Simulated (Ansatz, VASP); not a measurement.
# BaCa2: VASP beside Ansatz

```
Ba Ca
1.0
    -2.34012    2.34012    6.70186
     2.34012   -2.34012    6.70186
     2.34012    2.34012   -6.70186
Ba Ca
1 2
Direct
  0.00000 0.00000 0.00000
  0.67863 0.67863 0.00000
  0.32137 0.32137 0.00000
```

Alike in both runs: functional PBE; k mesh 14 × 14 × 14; occupations gaussian, width 0.1 eV; no spin polarisation.

Ansatz relaxed the structure, and its values are those at the end. VASP's run is a single point on that final structure, the one shown.

```csv
,VASP,Ansatz
version,VASP 6.6.1,Ansatz 0.2.0
potentials or method,"VASP PAW PBE potentials, release 64 (Ba_sv, Ca_sv), cutoff 520 eV","scalar-relativistic, plane waves, PAW"
valence electrons in the cell,30,30
```

|  | VASP | Ansatz | Ansatz less VASP |
| --- | --- | --- | --- |
| gap on the k mesh at the Fermi level (eV) | none | none | - |
| pressure (GPa) | 0.0 | 0.0 | -0.02 |

A gap of «none» marks a metal or a gap that the smearing closes.

Spin-orbit coupling is off throughout.
